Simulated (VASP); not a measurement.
# Mn2SbN3 (R-3m) in VASP: single point with PBE

Aim: the single point of Mn2SbN3 with PBE.

All numbers are computed with VASP 6.6.1; they aren't measurements. Logs are shortened: lines on timing, memory, paths and dates and some standing lists are left out, and cuts for length are marked.

## Step 1: The cell of the first run

Symmetry: R-3m, No. 166, trigonal system. Conventional cell: a = 5.654 Å, b = 5.654 Å, c = 9.242 Å, α = 90.00°, β = 90.00°, γ = 120.00°. Mn (site symmetry 3m) has 3 N at 1.71 Å within 2.3 Å. Sb (site symmetry -3m) has 8 Mn at 2.58 to 3.30 Å and 12 N at 2.83 to 3.49 Å within 3.5 Å. N (site symmetry 2/m) has 2 Mn at 1.71 Å within 2.3 Å. N (site symmetry 2/m) has 2 Mn at 1.71 Å within 2.3 Å.

## Step 2: Single point, PBE

INCAR

```
SYSTEM = Mn2SbN3
  PREC = Accurate
  ENCUT = 520
  EDIFF = 1E-6
  ISMEAR = 0
  SIGMA = 0.2
  LREAL = .False.
  LASPH = .True.
  NELM = 60
  ALGO = Normal
  ISIF = 2
  LWAVE = .False.
  LCHARG = .True.
  GGA = PE
  LELF = .True.
  LVHAR = .True.
  NBANDS = 58
```

KPOINTS

```
regular mesh
0
Gamma
  6 6 4
  0 0 0
```

POSCAR

```
Mn2SbN3
1.0
    2.8267862883      1.6320458245      3.0806628632
   -2.8267862883      1.6320458245      3.0806628632
    0.0000000000     -6.5281832980      6.1613257263
Mn Sb N
4 2 6
Direct
    0.7791234620      0.7791234620      0.3895617310
    0.7791234620      0.7791234620      0.8895617310
    0.2208765380      0.2208765380      0.1104382690
    0.2208765380      0.2208765380      0.6104382690
    0.5000000000      0.5000000000      0.2500000000
    0.5000000000      0.5000000000      0.7500000000
    0.0000000000      0.0000000000      0.2500000000
    0.0000000000      0.0000000000      0.7500000000
    0.5000000000      0.0000000000      1.0000000000
    0.5000000000      1.0000000000      0.5000000000
    1.0000000000      0.5000000000      1.0000000000
    1.0000000000      0.5000000000      0.5000000000
```

Potentials or basis: VASP PAW PBE potentials, release 64 (Mn_pv, Sb, N).

On the command line:

```
$ cat potpaw_PBE.64/Mn_pv/POTCAR potpaw_PBE.64/Sb/POTCAR potpaw_PBE.64/N/POTCAR > POTCAR
$ mpirun -np 1 vasp_std > vasp.out
```

OUTCAR:

```text
SYSTEM = Mn2SbN3
   PREC = Accurate
   ENCUT = 520
   EDIFF = 1E-6
   ISMEAR = 0
   LREAL = .False.
   LASPH = .True.
   NELM = 60
   ISIF = 2
   GGA = PE

 ion  position               nearest neighbor table
   1  0.779  0.779  0.390-  10 1.71  12 1.71   7 1.71   5 2.58   5 3.30   5 3.30   6 3.30
   2  0.779  0.779  0.890-   9 1.71  11 1.71   8 1.71   6 2.58   6 3.30   6 3.30   5 3.30
   3  0.221  0.221  0.110-   9 1.71  11 1.71   7 1.71   5 2.58   5 3.30   5 3.30   6 3.30
   4  0.221  0.221  0.610-  10 1.71  12 1.71   8 1.71   6 2.58   6 3.30   6 3.30   5 3.30
   5  0.500  0.500  0.250-   1 2.58   3 2.58   3 3.30   3 3.30   1 3.30   1 3.30   2 3.30   4 3.30

   6  0.500  0.500  0.750-   2 2.58   4 2.58   4 3.30   4 3.30   2 3.30   2 3.30   3 3.30   1 3.30

   7  0.000  0.000  0.250-   1 1.71   3 1.71
   8  0.000  0.000  0.750-   2 1.71   4 1.71
   9  0.500  0.000  0.000-   2 1.71   3 1.71
  10  0.500  0.000  0.500-   1 1.71   4 1.71
  11  0.000  0.500  0.000-   2 1.71   3 1.71
  12  0.000  0.500  0.500-   1 1.71   4 1.71

  LATTYP: Found a base centered monoclinic cell.
 ALAT       =     6.9725339009
 B/A-ratio  =     0.8108347205
 C/A-ratio  =     1.2874210438
 COS(beta)  =    -0.2660722828

  Lattice vectors:

 A1 = (  -2.8267862883,  -1.6320458245,  -3.0806628632)
 A2 = (   2.8267862883,  -1.6320458245,  -3.0806628632)
 A3 = (   0.0000000000,  -6.5281832980,   6.1613257263)

Analysis of symmetry for initial positions (statically):
=====================================================================
 Subroutine PRICEL returns following result:

  LATTYP: Found a trigonal (rhomboedric) cell.
 ALAT       =     4.4882934362
 COS(alpha) =     0.2066707579

  Lattice vectors:

 A1 = (   2.8267862883,   1.6320458245,   3.0806628632)
 A2 = (  -2.8267862883,   1.6320458245,   3.0806628632)
 A3 = (   0.0000000000,  -3.2640916490,   3.0806628632)

   2 primitive cells build up your supercell.

 Routine SETGRP: Setting up the symmetry group for a
 base centered monoclinic supercell.

 Subroutine GETGRP returns: Found  4 space group operations
 (whereof  4 operations were pure point group operations)
 out of a pool of  4 trial point group operations.

The static configuration has the point symmetry C_2h.

Analysis of symmetry for dynamics (positions and initial velocities):
=====================================================================
 Subroutine PRICEL returns following result:

  LATTYP: Found a trigonal (rhomboedric) cell.
 ALAT       =     4.4882934362
 COS(alpha) =     0.2066707579

  Lattice vectors:

 A1 = (   2.8267862883,   1.6320458245,   3.0806628632)
 A2 = (  -2.8267862883,   1.6320458245,   3.0806628632)
 A3 = (   0.0000000000,  -3.2640916490,   3.0806628632)

   2 primitive cells build up your supercell.

 Routine SETGRP: Setting up the symmetry group for a
 base centered monoclinic supercell.

 Subroutine GETGRP returns: Found  4 space group operations
 (whereof  4 operations were pure point group operations)
 out of a pool of  4 trial point group operations.

The dynamic configuration has the point symmetry C_2h.

 Subroutine INISYM returns: Found  4 space group operations
 (whereof  4 operations are pure point group operations),
 and found     2 'primitive' translations

----------------------------------------------------------------------------------------

                                     Primitive cell

  volume of cell :      85.2748

  direct lattice vectors                    reciprocal lattice vectors
     2.826786288  1.632045825  3.080662863     0.176879307  0.102121316  0.108201822
    -2.826786288  1.632045825  3.080662863    -0.176879307  0.102121316  0.108201822
     0.000000000 -3.264091649  3.080662863     0.000000000 -0.204242631  0.108201822

  length of vectors
     4.488293436  4.488293436  4.488293436     0.231133482  0.231133482  0.231133482

  position of ions in fractional coordinates (direct lattice)
     0.779123462  0.779123462  0.779123462
     0.220876538  0.220876538  0.220876538
     0.500000000  0.500000000  0.500000000
     1.000000000  1.000000000  0.500000000
     0.500000000  1.000000000  1.000000000
     1.000000000  0.500000000  1.000000000

  ion indices of the primitive-cell ions
   primitive index   ion index
                 1           1
                 2           4
                 3           5
                 4           7
                 5          10
                 6          12

----------------------------------------------------------------------------------------

 KPOINTS: regular mesh

Automatic generation of k-mesh.
 Grid dimensions read from file:
 generate k-points for:    6    6    4

 Generating k-lattice:

  Cartesian coordinates                     Fractional coordinates (reciprocal lattice)
     0.029479885  0.017020219  0.018033637     0.166666667  0.000000000  0.000000000
    -0.029479885  0.017020219  0.018033637     0.000000000  0.166666667  0.000000000
     0.000000000 -0.025530329  0.013525228     0.000000000  0.000000000  0.250000000

  Length of vectors
     0.038522247  0.038522247  0.028891685

  Shift w.r.t. Gamma in fractional coordinates (k-lattice)
     0.000000000  0.000000000  0.000000000

 Subroutine IBZKPT returns following result:
 ===========================================

 Found     47 irreducible k-points:

 Following reciprocal coordinates:
            Coordinates               Weight
  0.000000  0.000000  0.000000      1.000000
  0.166667  0.000000 -0.000000      4.000000
  0.333333 -0.000000 -0.000000      4.000000
  0.500000  0.000000 -0.000000      2.000000
  0.166667  0.166667 -0.000000      2.000000
  0.333333  0.166667 -0.000000      4.000000
[... 16 lines left out ...]
 -0.333333  0.166667  0.250000      4.000000
 -0.166667  0.166667  0.250000      4.000000
 [... further k-points ...]
   k-points           NKPTS =     47   k-points in BZ     NKDIM =     47   number of bands    NBANDS=     58
   number of dos      NEDOS =    301   number of ions     NIONS =     12
   total plane-waves  NPLWV =  90720
   dimension x,y,z NGX =    36 NGY =   36 NGZ =   70
   dimension x,y,z NGXF=    72 NGYF=   72 NGZF=  140
   ions per type =               4   2   6
   NGX,Y,Z   is equivalent  to a cutoff of  13.33, 13.33, 12.96 a.u.
   NGXF,Y,Z  is equivalent  to a cutoff of  26.67, 26.67, 25.93 a.u.
 SYSTEM =  Mn2SbN3
   PREC   = accura    normal or accurate (medium, high low for compatibility)
   ISTART =      0    job   : 0-new  1-cont  2-samecut
   ICHARG =      2    charge: 1-file 2-atom 10-const
   ISPIN  =      1    spin polarized calculation?
   LNONCOLLINEAR =      F non collinear calculations
   LSORBIT =      F    spin-orbit coupling
   LASPH  =      T    aspherical Exc in radial PAW
   ENCUT  =  520.0 eV  38.22 Ry    6.18 a.u.   8.35  8.35 16.69*2*pi/ulx,y,z
   NELM   =     60;   NELMIN=  2; NELMDL= -5     # of ELM steps
   EDIFF  = 0.1E-05   stopping-criterion for ELM
   LREAL  =      F    real-space projection
   EDIFFG = 0.1E-04   stopping-criterion for IOM
   NSW    =      0    number of steps for IOM
   IBRION =     -1    ionic relax: 0-MD 1-quasi-New 2-CG
   NFREE  =      0    steps in history (QN), initial steepest desc. (CG)
   ISIF   =      2    stress and relaxation
   ISYM   =      2    0-nonsym 1-usesym 2-fastsym
   POTIM  = 0.5000    time-step for ionic-motion
   TEBEG  =    0.0;   TEEND  =   0.0 temperature during run
   PSTRESS=    0.0 pullay stress
   NELECT =      92.0000    total number of electrons
   NUPDOWN=      -1.0000    fix difference up-down
   EMIN   =  10.00;   EMAX   =-10.00  energy-range for DOS
   EFERMI =   0.00;   METHOD = LEGACY
   ISMEAR =     0;   SIGMA  =   0.20  broadening in eV -4-tet -1-fermi 0-gaus
   EFERMI_NEDOS =   21; number of points for ismear=-14 and -15
   IALGO  =     38    algorithm
   IMIX   =      4    mixing-type and parameters
     AMIX     =   0.40;   BMIX     =  1.00
     AMIX_MAG =   1.60;   BMIX_MAG =  1.00
  volume/ion in A,a.u.               =      14.21        95.91
  Fermi-wavevector in a.u.,A,eV,Ry     =   1.332664  2.518369 24.163841  1.775992
  Thomas-Fermi vector in A             =   2.461581
   LORBIT       =      0    0 simple, 1 ext, 2 COOP (PROOUT), +10 PAW based schemes
   GGA     = PE    functional components
   LHFCALC =     F    Hartree Fock is set to
   AEXX    =    0.0000 exact exchange contribution
   IVDW    =     0    specifies the selected vdW correction
   LEPSILON=     F    determine dielectric tensor
   LRPA    =     F    only Hartree local field effects (RPA)
 non-spin polarized calculation
 Gauss-broadening in eV      SIGMA  =   0.20
  energy-cutoff  :      520.00
  volume of cell :      170.55
 maximum number of plane-waves:      4611
 NGX is ok and might be reduce to    36
   NGX = 17   NGY = 17   NGZ = 33

 number of electron      91.9999973 magnetization

 Free energy of the ion-electron system (eV)
  ---------------------------------------------------
  ext. energy  EPLUGINS =         0.00000000
  ---------------------------------------------------
  free energy    TOTEN  =       -91.30568144 eV

  energy without entropy =      -91.16109755  energy(sigma->0) =      -91.23338950

 E-fermi :   5.9404     XC(G=0): -10.7073

 val. band max:        5.9215451983   @ k =   0.5000   0.5000   0.2500
 cond. band min:       5.9437608770   @ k =   0.1667   0.1667  -0.0000
 fundamental gap:      0.0222156787
 Fermi energy:         5.9403984491

 k-point     1 :       0.0000    0.0000    0.0000
  band No.  band energies     occupation
      1     -42.9324      2.00000
      2     -42.9324      2.00000
      3     -42.9324      2.00000
      4     -42.9294      2.00000
      5     -42.9241      2.00000
      6     -42.9207      2.00000
[... 1453 lines left out ...]
     57       8.1436      0.00000
     58       8.1720      0.00000

 [... further k-points ...]

------------------------ aborting loop because EDIFF is reached ----------------------------------------

  FORCE on cell =-STRESS in cart. coord.  units (eV):
  Direction    XX          YY          ZZ          XY          YZ          ZX
  --------------------------------------------------------------------------------------
  -------------------------------------------------------------------------------------
  Total        0.2210512      0.2972763     -0.2501197      0.0000000     -0.0583943      0.0000000
  in kB        2.0765997      2.7926732     -2.3496742      0.0000000     -0.5485674      0.0000000
  external PRESSURE =       0.8398662 kB  Pullay stress =       0.0000000 kB

 VOLUME and BASIS-vectors are now :
 -----------------------------------------------------------------------------
  energy-cutoff  :      520.00
  volume of cell :      170.55
      direct lattice vectors                 reciprocal lattice vectors
     2.826786288  1.632045825  3.080662863     0.176879307  0.102121316  0.108201822
    -2.826786288  1.632045825  3.080662863    -0.176879307  0.102121316  0.108201822
     0.000000000 -6.528183298  6.161325726     0.000000000 -0.102121316  0.054100911

 POSITION                                       TOTAL-FORCE (eV/Angst)
 -----------------------------------------------------------------------------------
      0.00000      0.00000      7.20065        -0.000000      0.013274     -0.046242
      0.00000     -3.26409     10.28131        -0.000000      0.013274     -0.046242
      0.00000      0.00000      2.04134        -0.000000     -0.013274      0.046242
      0.00000     -3.26409      5.12200        -0.000000     -0.013274      0.046242
      0.00000      0.00000      4.62099        -0.000000     -0.000000     -0.000000
      0.00000     -3.26409      7.70166         0.000000     -0.000000     -0.000000
      0.00000     -1.63205      1.54033        -0.000000     -0.000000     -0.000000
      0.00000     -4.89614      4.62099        -0.000000     -0.000000     -0.000000
      1.41339      0.81602      1.54033        -0.000000     -0.000000     -0.000000
      1.41339     -2.44807      4.62099        -0.000000     -0.000000     -0.000000
     -1.41339      0.81602      1.54033        -0.000000     -0.000000     -0.000000
     -1.41339     -2.44807      4.62099         0.000000     -0.000000     -0.000000
 -----------------------------------------------------------------------------------
    total drift:                               -0.000000      0.000000     -0.000000

  FREE ENERGIE OF THE ION-ELECTRON SYSTEM (eV)
  ---------------------------------------------------
  free  energy   TOTEN  =       -91.3056814364 eV

  energy  without entropy=      -91.1610975541  energy(sigma->0) =      -91.23338950
```

Run time: 8 min. Hardware: 1 thread of AMD EPYC 7R13 (Zen 3), shared host; peak memory 0.5 GiB.

What came out:

- Free energy: -91.3057 eV
- Pressure: 0.1 GPa
- Largest force: 0.048 eV/Å
- Band gap on the k mesh: zero (bands 46 and 47 overlap by 0.81 eV)

Forces in eV/Å, atoms in the order of the input:
```
Mn   0.000  0.013 -0.046
Mn   0.000  0.013 -0.046
Mn   0.000 -0.013  0.046
Mn   0.000 -0.013  0.046
Sb   0.000  0.000  0.000
Sb   0.000  0.000  0.000
N    0.000  0.000  0.000
N    0.000  0.000  0.000
N    0.000  0.000  0.000
N    0.000  0.000  0.000
N    0.000  0.000  0.000
N    0.000  0.000  0.000
```

Levels at points of the mesh, in eV from the Fermi level:
```csv
k point,band 42,band 43,band 44,band 45,band 46,band 47,band 48,band 49,band 50,band 51
"(0.00, 0.00, 0.00)",-1.24,-0.98,-0.98,-0.68,-0.50,-0.42,-0.25,-0.17,0.90,1.16
"(0.50, 0.00, 0.00)",-0.69,-0.50,-0.42,-0.25,-0.17,-0.02,0.32,0.90,1.16,1.18
"(0.50, 0.50, 0.00)",-1.18,-1.17,-0.69,-0.37,-0.16,-0.16,-0.02,0.32,1.18,1.47
"(0.00, 0.00, 0.50)",-0.91,-0.75,-0.75,-0.34,-0.34,-0.22,-0.22,0.32,0.32,1.42
"(0.50, 0.00, 0.50)",-1.19,-0.28,-0.28,0.17,0.17,0.51,0.51,1.12,1.12,1.21
"(0.50, 0.50, 0.50)",-1.01,-0.90,-0.90,-0.45,-0.45,0.37,0.37,0.63,0.63,1.30
```

Caveat: spin-orbit coupling is left out, which moves the levels of the heavy elements; the run has no spin polarisation, though such a crystal can be magnetic.

The gap in the log of VASP goes by the Fermi energy; the results here count the filled bands.